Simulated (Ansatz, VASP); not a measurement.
# One calculation of HfN, two programs

```
Hf N
1.0
     3.13391    0.00000    0.00000
    -1.56695    2.71404    0.00000
     0.00000    0.00000    5.41677
Hf N
2 2
Direct
  0.66667 0.33333 0.75000
  0.33333 0.66667 0.25000
  0.00000 0.00000 0.00000
  0.00000 0.00000 0.50000
```

Alike in both runs: task single point; functional PBE; k mesh 6 × 6 × 4; no spin polarisation.

|  | VASP | Ansatz |
| --- | --- | --- |
| version | VASP 6.6.1 | Ansatz 0.2.0 |
| potentials or method | VASP PAW PBE potentials, release 64 (Hf_pv, N), cutoff 600 eV | scalar-relativistic, plane waves, PAW |
| occupations | methfessel-paxton of order 1, width 0.1 eV | methfessel-paxton of order 1 |
| valence electrons in the cell | 30 | 62 |

Ansatz gave:

```
gap on the k mesh at the Fermi level (eV)                     : none
pressure (GPa)                                                : 6.2
traceless stress, the component that is largest in VASP (GPa) : 0.87
```

Question: What did VASP give for the same quantities?

Answer: gap on the k mesh at the Fermi level (eV): none; pressure (GPa): 3.8; traceless stress, the component that is largest in VASP (GPa): 0.96.

A gap of «none» marks a metal or a gap that the smearing closes. VASP's potentials hold 30 valence electrons a cell and Ansatz's 62, so a difference there can come from the potentials and not from the codes.

The k mesh is coarse, so the values compare programs but aren't converged. Neither program's run includes spin-orbit coupling.
